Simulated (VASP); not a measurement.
## CoO: single point with PBE+U

Crystal: CoO.

```xyz
2
Lattice="2.6613 0.0000 0.0000 0.0000 2.6613 0.0000 0.0000 0.0000 2.6613" Properties=species:S:1:pos:R:3 pbc="T T T"
Co    0.0000    0.0000    0.0000
O     1.3306    1.3306    1.3306
```

```json
{
 "Program": "VASP 6.6.1",
 "Task": "single point",
 "Functional": "PBE",
 "Potentials or basis": "VASP PAW PBE potentials, release 64 (Co_sv, O)",
 "Cutoff": "700 eV",
 "k mesh": "10 × 10 × 10",
 "Occupations": "gaussian, width 0.02 eV",
 "Spin": "collinear spin, ferromagnetic start",
 "Starting moments": "[4.5, 0.0] μB",
 "Hubbard terms": "Co d U = 3.32 eV",
 "Dipole correction": "no",
 "Further INCAR settings": "ALGO = Normal; EDIFF = 1e-06; NBANDS = 22"
}
```

| Property | Result |
| --- | --- |
| Pressure | -2.8 GPa |
| Band gap on the k mesh | 0.94 eV (least direct gap 1.77 eV) |
| Net moment | 3.00 μB per cell |
| Site moments | Co +2.63; O +0.26 μB |
| Valence electrons inside the program's atomic spheres | Co 14.87; O 4.95 |

Levels at points of the mesh, in eV from the valence-band top:
Spin up:
| k point | band 10 | band 11 | band 12 | band 13 | band 14 | band 15 | band 16 | band 17 |
| --- | --- | --- | --- | --- | --- | --- | --- | --- |
| (0.00, 0.00, 0.00) | -3.91 | -1.60 | -1.60 | -1.60 | 0.94 | 15.33 | 15.33 | 19.60 |
| (0.50, 0.00, 0.00) | -3.85 | -2.04 | 0.00 | 0.00 | 6.38 | 8.25 | 16.85 | 17.53 |
| (0.50, 0.50, 0.00) | -4.34 | -4.14 | -2.26 | -0.68 | 5.58 | 11.37 | 11.37 | 16.40 |
| (0.50, 0.50, 0.50) | -2.23 | -0.66 | -0.66 | -0.66 | 7.08 | 7.08 | 7.08 | 14.01 |
Spin down:
```tsv
k point	band 8	band 9	band 10	band 11	band 12	band 13
(0.00, 0.00, 0.00)	-1.11	-1.11	-1.11	1.63	2.67	2.67
(0.50, 0.00, 0.00)	-1.57	-1.57	-0.51	2.77	3.48	3.48
(0.50, 0.50, 0.00)	-2.78	-0.56	-0.18	1.59	1.94	1.94
(0.50, 0.50, 0.50)	-4.67	-0.53	-0.53	3.81	3.81	3.81
```

Eigenvalues of the final occupation matrices:
```csv
site,spin,trace,eigenvalues
site 1 d,1,4.66,0.91 0.91 0.94 0.94 0.94
site 1 d,2,2.03,0.08 0.08 0.08 0.89 0.89
```

Wall time 50 s on 1 thread of Intel(R) Xeon(R) Platinum 8488C (Sapphire Rapids) (shared host), peak memory 0.18 GiB.

Caveat: a cell with one magnetic atom can't hold antiferromagnetic order, which such compounds often take. A k mesh can miss the band edges.
